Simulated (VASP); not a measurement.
# Pb (P6_3/mmc) in VASP: further runs

Runs on Pb. Level: r2SCAN. Tasks: single point.

Program: VASP 6.6.1. These are calculated values, not measurements. Logs are shortened: lines on timing, memory, paths and dates and some standing lists are left out, and cuts for length are marked.

## Step 1: The cell of the first run

It takes space group P6_3/mmc (No. 194, hexagonal). Conventional cell: a = 3.480 Å, b = 3.480 Å, c = 5.814 Å, α = 90.00°, β = 90.00°, γ = 120.00°. Within 4.6 Å of Pb (site symmetry -6m2) lie 12 Pb at 3.48 to 3.53 Å.

## Step 2: Single point, r2SCAN (strain +0.000 along x and y, +0.040 along z)

The input, POSCAR:

```
Pb
1.0
    3.4800006906      0.0000000000      0.0000000000
   -1.7400003453      3.0137690032      0.0000000000
    0.0000000000      0.0000000000      5.8136000000
Pb
2
Direct
    0.3333333333      0.6666666667      0.2500000000
    0.6666666667      0.3333333333      0.7500000000
```

The input, INCAR.step1:

```
SYSTEM = Pb
PREC     = Accurate       ! precision mode
ENCUT    = 520            ! plane-wave cutoff, eV
ISMEAR   = 0              ! smearing method
SIGMA    = 0.15           ! smearing width, eV
LREAL    = .FALSE.        ! projectors in reciprocal space
LASPH    = .TRUE.         ! aspherical terms in the spheres
NELM     = 100            ! most SCF steps
NBANDS   = 21             ! bands
GGA      = PE             ! functional
ALGO     = Normal         ! electronic algorithm
EDIFF    = 1E-4           ! SCF threshold, eV
LWAVE    = .TRUE.         ! write WAVECAR
LCHARG   = .FALSE.        ! write CHGCAR
```

The input, INCAR.step2:

```
SYSTEM = Pb
PREC     = Accurate       ! precision mode
ENCUT    = 520            ! plane-wave cutoff, eV
EDIFF    = 1E-6           ! SCF threshold, eV
ISMEAR   = 0              ! smearing method
SIGMA    = 0.15           ! smearing width, eV
LREAL    = .FALSE.        ! projectors in reciprocal space
LASPH    = .TRUE.         ! aspherical terms in the spheres
NELM     = 100            ! most SCF steps
ALGO     = Normal         ! electronic algorithm
ISIF     = 2              ! what is computed and relaxed
LWAVE    = .FALSE.        ! write WAVECAR
LCHARG   = .FALSE.        ! write CHGCAR
METAGGA  = R2SCAN         ! meta-GGA
LMIXTAU  = .TRUE.       
NBANDS   = 21             ! bands
ISTART   = 1
```

The input, KPOINTS:

```
regular mesh
0
G
  18 18 10
  0 0 0
```

Potentials or basis: VASP PAW PBE potentials, release 64 (Pb_d).

On the command line:

```
$ cat potpaw_PBE.64/Pb_d/POTCAR > POTCAR
$ cp INCAR.step1 INCAR
$ mpirun -np 1 vasp_std > vasp.out
$ cp INCAR.step2 INCAR
$ mpirun -np 1 vasp_std > vasp.out
```

OUTCAR:

```text
SYSTEM = Pb
   PREC = Accurate
   ENCUT = 520
   EDIFF = 1E-6
   ISMEAR = 0
   LREAL = .FALSE.
   LASPH = .TRUE.
   NELM = 100
   ISIF = 2
   METAGGA = R2SCAN
   ISTART = 1

 ion  position               nearest neighbor table
   1  0.333  0.667  0.250-   2 3.53   2 3.53   2 3.53   2 3.53   2 3.53   2 3.53
   2  0.667  0.333  0.750-   1 3.53   1 3.53   1 3.53   1 3.53   1 3.53   1 3.53

  LATTYP: Found a hexagonal cell.
 ALAT       =     3.4800006906
 C/A-ratio  =     1.6705743811

  Lattice vectors:

 A1 = (   3.4800006906,   0.0000000000,   0.0000000000)
 A2 = (  -1.7400003453,   3.0137690032,   0.0000000000)
 A3 = (   0.0000000000,   0.0000000000,   5.8136000000)

Analysis of symmetry for initial positions (statically):
=====================================================================
 Subroutine PRICEL returns:
 Original cell was already a primitive cell.

 Routine SETGRP: Setting up the symmetry group for a
 hexagonal supercell.

 Subroutine GETGRP returns: Found 24 space group operations
 (whereof 12 operations were pure point group operations)
 out of a pool of 24 trial point group operations.

The static configuration has the point symmetry D_3d.
 The point group associated with its full space group is D_6h.

Analysis of symmetry for dynamics (positions and initial velocities):
=====================================================================
 Subroutine PRICEL returns:
 Original cell was already a primitive cell.

 Routine SETGRP: Setting up the symmetry group for a
 hexagonal supercell.

 Subroutine GETGRP returns: Found 24 space group operations
 (whereof 12 operations were pure point group operations)
 out of a pool of 24 trial point group operations.

The dynamic configuration has the point symmetry D_3d.
 The point group associated with its full space group is D_6h.

 Subroutine INISYM returns: Found 24 space group operations
 (whereof 12 operations are pure point group operations),
 and found     1 'primitive' translations

----------------------------------------------------------------------------------------

                                     Primitive cell

  volume of cell :      60.9726

  direct lattice vectors                    reciprocal lattice vectors
     3.480000691  0.000000000  0.000000000     0.287356265  0.165905217  0.000000000
    -1.740000345  3.013769003  0.000000000     0.000000000  0.331810434  0.000000000
     0.000000000  0.000000000  5.813600000     0.000000000  0.000000000  0.172010458

  length of vectors
     3.480000691  3.480000691  5.813600000     0.331810434  0.331810434  0.172010458

  position of ions in fractional coordinates (direct lattice)
     0.333333333  0.666666667  0.250000000
     0.666666667  0.333333333  0.750000000

  ion indices of the primitive-cell ions
   primitive index   ion index
                 1           1
                 2           2

----------------------------------------------------------------------------------------

 KPOINTS: regular mesh

Automatic generation of k-mesh.
 Grid dimensions read from file:
 generate k-points for:   18   18   10

 Generating k-lattice:

  Cartesian coordinates                     Fractional coordinates (reciprocal lattice)
     0.015964237  0.009216956  0.000000000     0.055555556 -0.000000000  0.000000000
     0.000000000  0.018433913  0.000000000     0.000000000  0.055555556  0.000000000
     0.000000000  0.000000000  0.017201046     0.000000000  0.000000000  0.100000000

  Length of vectors
     0.018433913  0.018433913  0.017201046

  Shift w.r.t. Gamma in fractional coordinates (k-lattice)
     0.000000000  0.000000000  0.000000000

 Subroutine IBZKPT returns following result:
 ===========================================

 Found    222 irreducible k-points:

 Following reciprocal coordinates:
            Coordinates               Weight
  0.000000  0.000000  0.000000      1.000000
  0.055556  0.000000  0.000000      6.000000
  0.111111  0.000000  0.000000      6.000000
  0.166667  0.000000  0.000000      6.000000
  0.222222  0.000000  0.000000      6.000000
  0.277778  0.000000  0.000000      6.000000
[... 16 lines left out ...]
  0.333333  0.111111  0.000000     12.000000
  0.388889  0.111111  0.000000     12.000000
 [... further k-points ...]
   k-points           NKPTS =    222   k-points in BZ     NKDIM =    222   number of bands    NBANDS=     21
   number of dos      NEDOS =    301   number of ions     NIONS =      2
   total plane-waves  NPLWV =  37632
   dimension x,y,z NGX =    28 NGY =   28 NGZ =   48
   dimension x,y,z NGXF=    56 NGYF=   56 NGZF=   96
   ions per type =               2
   NGX,Y,Z   is equivalent  to a cutoff of  13.38, 13.38, 13.73 a.u.
   NGXF,Y,Z  is equivalent  to a cutoff of  26.75, 26.75, 27.45 a.u.
 SYSTEM =  Pb
   PREC   = accura    normal or accurate (medium, high low for compatibility)
   ISTART =      1    job   : 0-new  1-cont  2-samecut
   ICHARG =      0    charge: 1-file 2-atom 10-const
   ISPIN  =      1    spin polarized calculation?
   LNONCOLLINEAR =      F non collinear calculations
   LSORBIT =      F    spin-orbit coupling
   LASPH  =      T    aspherical Exc in radial PAW
   ENCUT  =  520.0 eV  38.22 Ry    6.18 a.u.   6.47  6.47 10.81*2*pi/ulx,y,z
   NELM   =    100;   NELMIN=  2; NELMDL=  0     # of ELM steps
   EDIFF  = 0.1E-05   stopping-criterion for ELM
   LREAL  =      F    real-space projection
   EDIFFG = 0.1E-04   stopping-criterion for IOM
   NSW    =      0    number of steps for IOM
   IBRION =     -1    ionic relax: 0-MD 1-quasi-New 2-CG
   NFREE  =      0    steps in history (QN), initial steepest desc. (CG)
   ISIF   =      2    stress and relaxation
   ISYM   =      2    0-nonsym 1-usesym 2-fastsym
   POTIM  = 0.5000    time-step for ionic-motion
   TEBEG  =    0.0;   TEEND  =   0.0 temperature during run
   PSTRESS=    0.0 pullay stress
   NELECT =      28.0000    total number of electrons
   NUPDOWN=      -1.0000    fix difference up-down
   EMIN   =  10.00;   EMAX   =-10.00  energy-range for DOS
   EFERMI =   0.00;   METHOD = LEGACY
   ISMEAR =     0;   SIGMA  =   0.15  broadening in eV -4-tet -1-fermi 0-gaus
   EFERMI_NEDOS =   21; number of points for ismear=-14 and -15
   IALGO  =     38    algorithm
   IMIX   =      4    mixing-type and parameters
     AMIX     =   0.40;   BMIX     =  1.00
     AMIX_MAG =   1.60;   BMIX_MAG =  1.00
  volume/ion in A,a.u.               =      30.49       205.73
  Fermi-wavevector in a.u.,A,eV,Ry     =   1.263037  2.386794 21.704859  1.595262
  Thomas-Fermi vector in A             =   2.396414
   LORBIT       =      0    0 simple, 1 ext, 2 COOP (PROOUT), +10 PAW based schemes
   METAGGA = R2SCAN    functional components
   LHFCALC =     F    Hartree Fock is set to
   AEXX    =    0.0000 exact exchange contribution
   IVDW    =     0    specifies the selected vdW correction
   LEPSILON=     F    determine dielectric tensor
   LRPA    =     F    only Hartree local field effects (RPA)
 non-spin polarized calculation
 Gauss-broadening in eV      SIGMA  =   0.15
  energy-cutoff  :      520.00
  volume of cell :       60.97
 maximum number of plane-waves:      1677
 NGX is ok and might be reduce to    28
   NGX = 13   NGY = 13   NGZ = 21

 number of electron      28.0000003 magnetization

 Free energy of the ion-electron system (eV)
  ---------------------------------------------------
  ext. energy  EPLUGINS =         0.00000000
  ---------------------------------------------------
  free energy    TOTEN  =      -112.53496765 eV

  energy without entropy =     -112.52308175  energy(sigma->0) =     -112.52902470

 E-fermi :   7.1333     XC(G=0): -10.8988

 val. band max:        7.1279077328   @ k =   0.1667   0.1667   0.1000
 cond. band min:       7.1397734142   @ k =   0.3889   0.1667   0.3000
 fundamental gap:      0.0118656814
 Fermi energy:         7.1332757409

 k-point     1 :       0.0000    0.0000    0.0000
  band No.  band energies     occupation
      1     -10.5990      2.00000
      2     -10.5793      2.00000
      3     -10.5516      2.00000
      4     -10.5516      2.00000
      5     -10.5318      2.00000
      6     -10.5318      2.00000
[... 13 lines left out ...]
     20      17.1074      0.00000
     21      19.3103      0.00000

 k-point     2 :       0.0556    0.0000    0.0000
  band No.  band energies     occupation
      1     -10.5959      2.00000
      2     -10.5798      2.00000
      3     -10.5473      2.00000
      4     -10.5434      2.00000
      5     -10.5307      2.00000
      6     -10.5238      2.00000
[... 13 lines left out ...]
     20      17.2814      0.00000
     21      19.0781      0.00000

 k-point     3 :       0.1111    0.0000    0.0000
  band No.  band energies     occupation
      1     -10.6011      2.00000
      2     -10.5713      2.00000
      3     -10.5398      2.00000
      4     -10.5197      2.00000
      5     -10.5189      2.00000
      6     -10.5008      2.00000
[... 13 lines left out ...]
     20      18.0298      0.00000
     21      18.2713      0.00000

 k-point     4 :       0.1667    0.0000    0.0000
  band No.  band energies     occupation
      1     -10.6203      2.00000
      2     -10.5528      2.00000
      3     -10.5390      2.00000
      4     -10.4882      2.00000
      5     -10.4855      2.00000
      6     -10.4832      2.00000
[... 13 lines left out ...]
     20      17.5363      0.00000
     21      18.4803      0.00000

 k-point     5 :       0.2222    0.0000    0.0000
  band No.  band energies     occupation
      1     -10.6443      2.00000
      2     -10.5563      2.00000
      3     -10.5152      2.00000
      4     -10.5128      2.00000
      5     -10.4901      2.00000
      6     -10.4422      2.00000
[... 13 lines left out ...]
     20      17.1009      0.00000
     21      18.4038      0.00000
[... 382 lines left out ...]
     20      16.2424      0.00000
     21      18.2900      0.00000

 k-point    22 :       0.2778    0.1111    0.0000
  band No.  band energies     occupation
      1     -10.6579      2.00000
      2     -10.5741      2.00000
      3     -10.5581      2.00000
      4     -10.5207      2.00000
      5     -10.4720      2.00000
      6     -10.4128      2.00000
[... 13 lines left out ...]
     20      15.9419      0.00000
     21      18.8527      0.00000

 k-point    23 :       0.3333    0.1111    0.0000
  band No.  band energies     occupation
      1     -10.6747      2.00000
      2     -10.5974      2.00000
      3     -10.5619      2.00000
      4     -10.5257      2.00000
      5     -10.4448      2.00000
      6     -10.4303      2.00000
[... 13 lines left out ...]
     20      15.7226      0.00000
     21      19.5430      0.00000

 k-point    24 :       0.3889    0.1111    0.0000
  band No.  band energies     occupation
      1     -10.6855      2.00000
      2     -10.6128      2.00000
      3     -10.5656      2.00000
      4     -10.5281      2.00000
      5     -10.4422      2.00000
      6     -10.4246      2.00000
[... 13 lines left out ...]
     20      15.5900      0.00000
     21      19.5495      0.00000

 [... further k-points ...]
[... 5 lines left out ...]
  --------------------------------------------------------------------------------------
  -------------------------------------------------------------------------------------
  Total        0.2752089      0.2752089      0.2415121      0.0000000      0.0000000     -0.0000000
  in kB        7.2316707      7.2316707      6.3462199      0.0000000      0.0000000     -0.0000000
  external PRESSURE =       6.9365205 kB  Pullay stress =       0.0000000 kB

 VOLUME and BASIS-vectors are now :
 -----------------------------------------------------------------------------
  energy-cutoff  :      520.00
  volume of cell :       60.97
      direct lattice vectors                 reciprocal lattice vectors
     3.480000691  0.000000000  0.000000000     0.287356265  0.165905217  0.000000000
    -1.740000345  3.013769003  0.000000000     0.000000000  0.331810434  0.000000000
     0.000000000  0.000000000  5.813600000     0.000000000  0.000000000  0.172010458

 POSITION                                       TOTAL-FORCE (eV/Angst)
 -----------------------------------------------------------------------------------
     -0.00000      2.00918      1.45340         0.000000     -0.000000      0.000000
      1.74000      1.00459      4.36020        -0.000000      0.000000      0.000000
 -----------------------------------------------------------------------------------
    total drift:                               -0.000000      0.000000     -0.000000

  FREE ENERGIE OF THE ION-ELECTRON SYSTEM (eV)
  ---------------------------------------------------
  free  energy   TOTEN  =      -112.5349676499 eV

  energy  without entropy=     -112.5230817481  energy(sigma->0) =     -112.52902470
```

Wall time 8.6 min (1 thread of AMD EPYC 9R45 (Zen 5), shared host); peak memory 0.32 GiB.

Results:

```yaml
Free_energy: -112.5350 eV
Pressure: 0.7 GPa
Band_gap_on_the_k_mesh: zero (band 14 reaches 13.23 eV, above the bottom of band 15 at 5.07 eV)
```

Caveat: the cell differs from its parent crystal (strain +0.000 along x and y, +0.040 along z); the PAW data sets were made with another functional, which shifts forces and pressure a little; spin-orbit coupling is left out, which moves the levels of the heavy elements.

(Part 1 of 2 ends here.)
